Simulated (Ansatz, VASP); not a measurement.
# MgO in VASP and in Ansatz

```
Mg O
1.0
     0.00000    2.13515    2.13515
     2.13515    0.00000    2.13515
     2.13515    2.13515    0.00000
Mg O
1 1
Direct
  0.88291 0.11709 0.88291
  0.50000 0.50000 0.50000
```

Change from the starting cell: all Mg atoms moved -0.500 Å, as atom 1 along Cartesian [0 1 0].

Alike in both runs: task single point; functional PBEsol; k mesh 10 × 10 × 10; occupations gaussian, width 0.05 eV; no spin polarisation.

|  | VASP | Ansatz |
| --- | --- | --- |
| version | VASP 6.6.1 | Ansatz 0.2.0 |
| potentials or method | VASP PAW PBE potentials, release 64 (Mg, O), cutoff 520 eV | scalar-relativistic, plane waves, PAW |
| valence electrons in the cell | 8 | 16 |

```csv
,VASP,Ansatz,Ansatz less VASP
gap on the k mesh at the Fermi level (eV),4.25,4.23,-0.012
least direct gap on the mesh (eV),4.25,4.23,-0.012
pressure (GPa),24.5,23.7,-0.82
"traceless stress, the component that is largest in VASP (GPa)",68.06,65.65,-2.413
rms of the force components (eV/Å),4.461,4.304,-0.1562
```

VASP's potentials were made for PBE, not for PBEsol. Atom by atom the forces differ by 0.156 eV/Å (rms over components). VASP's potentials hold 8 valence electrons a cell and Ansatz's 16, so a difference there can come from the potentials and not from the codes.
